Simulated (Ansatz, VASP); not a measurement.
**One calculation of LiBr, two programs**

Contents of POSCAR:

```
LiBr
1.0
    0.0000000000      2.7395650468      2.7395650468
    2.7395650468      0.0000000000      2.7395650468
    2.7395650468      2.7395650468      0.0000000000
Li Br
1 1
Direct
    0.0000000000      0.0000000000      0.0000000000
    0.5000000000      0.5000000000      0.5000000000
```

INCAR.step1

```
PREC     = Accurate       # precision mode
ENCUT    = 650            # plane-wave cutoff, eV
EDIFF    = 1E-5           # SCF threshold, eV
ISMEAR   = 0              # smearing method
SIGMA    = 0.01           # smearing width, eV
LREAL    = False          # projectors in reciprocal space
LASPH    = True           # aspherical terms in the spheres
NELM     = 120            # most SCF steps
ALGO     = Normal         # electronic algorithm
ISIF     = 2              # what is computed and relaxed
LWAVE    = True           # write WAVECAR
NBANDS   = 12             # bands
GGA      = PE             # functional
GGA_COMPAT= False
```

File INCAR.step2:

```
PREC     = Accurate       # precision mode
ENCUT    = 650            # plane-wave cutoff, eV
EDIFF    = 1E-6           # SCF threshold, eV
ISMEAR   = 0              # smearing method
SIGMA    = 0.01           # smearing width, eV
LREAL    = False          # projectors in reciprocal space
LASPH    = True           # aspherical terms in the spheres
NELM     = 120            # most SCF steps
ALGO     = Normal         # electronic algorithm
ISIF     = 2              # what is computed and relaxed
LWAVE    = False          # write WAVECAR
LCHARG   = True           # write CHGCAR
GGA      = PE             # functional
LHFCALC  = True           # exact exchange
HFSCREEN = 0.2079         # screening, 1/A
PRECFOCK = Normal       
LELF     = True           # ELF
LVHAR    = True         
NBANDS   = 12             # bands
ISTART   = 1            
GGA_COMPAT= False
```

Contents of KPOINTS:

```
Automatic mesh
0
Gamma
  6 6 6
```

Input for Ansatz:

```yaml
crystal:
  lattice:
    - [0.0, 2.7395650468, 2.7395650468]
    - [2.7395650468, 0.0, 2.7395650468]
    - [2.7395650468, 2.7395650468, 0.0]
  atoms:
    - { symbol: Li, position: [0.0, 0.0, 0.0] }
    - { symbol: Br, position: [0.5, 0.5, 0.5] }
kpoints:
  mp_grid: { grid: [6, 6, 6] }
  band_path:
    path:
      - [0.0, 0.0, 0.0]
      - [0.5, 0.0, 0.5]
      - [0.625, 0.25, 0.625]
      - [0.375, 0.375, 0.75]
      - [0.5, 0.5, 0.5]
      - [0.5, 0.25, 0.75]
      - [-0.083333, 0.0, 0.083333]
    npoints: 1
hamiltonian:
  xc: hse06
scf:
  occupations: { method: fixed }
  n_extra_bands: 4
output:
  forces: true
  stress: true
  eigenvalues: true
```

Alike in both runs: task single point; functional HSE06; k mesh 6 × 6 × 6; no spin polarisation.

|  | VASP | Ansatz |
| --- | --- | --- |
| version | VASP 6.6.1 | Ansatz 0.2.0 |
| potentials or method | VASP PAW PBE potentials, release 64 (Li_sv, Br) | plane waves, PAW |
| plane-wave cutoff (eV) | 650 | 420 |
| occupations | gaussian, width 0.01 eV | fixed |
| valence electrons in the cell | 10 | 10 |

|  | VASP | Ansatz | Ansatz less VASP |
| --- | --- | --- | --- |
| gap on the k mesh at the Fermi level (eV) | 6.21 | 6.21 | +0.005 |
| pressure (GPa) | -0.2 | -0.1 | +0.12 |

Ansatz's warnings: stress exchange threshold loose, stress scf threshold loose.
